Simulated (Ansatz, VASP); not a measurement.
## One calculation of NaCl, two programs

```xyz
2
Lattice="3.4945 -0.1197 -0.1197 -0.1197 3.4945 -0.1197 -0.1197 -0.1197 3.4945" Properties=species:S:1:pos:R:3 pbc="T T T"
Na    0.0000    0.0000    0.0000
Cl    1.6275    1.6275    1.6275
```

Change from the starting cell: epitaxial_111 strain +4.5%.

Alike in both runs: task single point; functional HSE06; k mesh 6 × 6 × 6; no spin polarisation.

```csv
,VASP,Ansatz
version,VASP 6.6.1,Ansatz 0.2.0
potentials or method,"VASP PAW PBE potentials, release 64 (Na_pv, Cl)","plane waves, PAW"
plane-wave cutoff (eV),520,420
occupations,"gaussian, width 0.01 eV",fixed
valence electrons in the cell,14,16
```

Ansatz gave:

```
gap on the k mesh at the Fermi level (eV)                     : 5.40
pressure (GPa)                                                : 0.1
traceless stress, the component that is largest in VASP (GPa) : 0.12
```

Q: Estimate VASP's values.

A: gap on the k mesh at the Fermi level (eV): 5.39; pressure (GPa): 0.2; traceless stress, the component that is largest in VASP (GPa): 0.13.

VASP's potentials hold 14 valence electrons a cell and Ansatz's 16, so a difference there can come from the potentials and not from the codes. Ansatz's warnings: stress exchange threshold loose, stress scf threshold loose.
